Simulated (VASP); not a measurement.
Input of a VASP 6.6.1 run:

INCAR

```
PREC = Accurate
ENCUT = 520
EDIFF = 1E-8
ISMEAR = -1
SIGMA = 0.05
LREAL = False
LASPH = True
NELM = 80
ALGO = Normal
ISIF = 2
LWAVE = False
LCHARG = False
GGA = PS
LEFG = True
NBANDS = 12
```

Contents of KPOINTS:

```
Automatic mesh
0
Gamma
  10 10 10
```

POSCAR

```
As
1.0
    1.8807968987      1.0858785957      3.5140619945
   -1.8807968987      1.0858785957      3.5140619945
    0.0000000000     -2.1717571915      3.5140619945
As
2
Direct
    0.7740000000      0.7740000000      0.7740000000
    0.2260000000      0.2260000000      0.2260000000
```

Potentials or basis: VASP PAW PBE potentials, release 64 (As).

Command:

```console
$ cat potpaw_PBE.64/As/POTCAR > POTCAR
$ mpirun -np 1 vasp_std > vasp.out
```

Question: What does it give for the largest force?

Answer: 0.448 eV/Å.

Question: Estimate the pressure.

Answer: 0.7 GPa.

Question: What does it give for the band gap on the k mesh?

Answer: Zero (bands 5 and 6 overlap by 0.42 eV).

Electric field gradients, principal values (V/Å²):
```
atom   least  middle  greatest (by size)
1 As  24.971  24.971             -49.941
2 As  24.971  24.971             -49.941
```

Caveat: without QUAD_EFG the Cq values of the log hold for a quadrupole moment of 1 mb, not for the nuclei; the PAW data sets were made with another functional, which shifts forces and pressure a little.
